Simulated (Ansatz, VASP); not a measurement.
# WS2 in VASP and in Ansatz

File INCAR:

```
SYSTEM = WS2
PREC = Accurate
ENCUT = 520
EDIFF = 1E-6
ISMEAR = -1
SIGMA = 0.05
LREAL = .False.
LASPH = .True.
NELM = 100
ALGO = Normal
ISIF = 2
LWAVE = .False.
LCHARG = .False.
GGA = PE
NBANDS = 20
```

KPOINTS

```
Automatic mesh
0
Gamma
  10 10 2
  0 0 0
```

Contents of POSCAR:

```
WS2
1.0
    3.1835163552      0.0000000000      0.0000000000
   -1.5917581776      2.7570060369      0.0000000000
    0.0000000000      0.0000000000     16.9505778900
W S
1 2
Direct
   -0.0022520000      0.0009590000     -0.0023540000
    0.3398470000      0.6594670000      0.0928740000
    0.3315340000      0.6584820000      0.9087850000
```

input.yaml

```yaml
crystal:
  lattice:
    - [3.1835163552, 0.0, 0.0]
    - [-1.5917581776, 2.7570060369, 0.0]
    - [0.0, 0.0, 16.95057789]
  atoms:
    - { symbol: W, position: [-0.002252, 0.000959, -0.002354] }
    - { symbol: S, position: [0.339847, 0.659467, 0.092874] }
    - { symbol: S, position: [0.331534, 0.658482, 0.908785] }
kpoints:
  mp_grid: { grid: [10, 10, 2] }
scf:
  occupations: { method: fermi_dirac, width: 0.05 }
hamiltonian:
  xc: pbe
  pseudopotentials: { kind: all_electron, lapw: { basis_error: 0.001 } }
output:
  forces: true
  stress: true
  eigenvalues: true
  populations: true
```

Change from the starting cell: atoms moved at random, drawn with an rms of 0.05 Å.

Alike in both runs: task single point; functional PBE; k mesh 10 × 10 × 2; occupations fermi-dirac, width 0.05 eV; no spin polarisation.

|  | VASP | Ansatz |
| --- | --- | --- |
| version | VASP 6.6.1 | Ansatz 0.2.0 |
| potentials or method | VASP PAW PBE potentials, release 64 (W_sv, S), cutoff 520 eV | all-electron LAPW, scalar-relativistic |

VASP gave:

| Quantity | Value |
| --- | --- |
| gap on the k mesh at the Fermi level (eV) | 1.93 |
| least direct gap on the mesh (eV) | 2.14 |
| rms of the force components (eV/Å) | 0.795 |

Task: Estimate Ansatz's values.

Result: gap on the k mesh at the Fermi level (eV): 1.92; least direct gap on the mesh (eV): 2.13; rms of the force components (eV/Å): 0.794.

Atom by atom the forces differ by 0.000 eV/Å (rms over components). Ansatz ran all-electron here, and VASP with PAW potentials.

Spin-orbit coupling is off throughout.
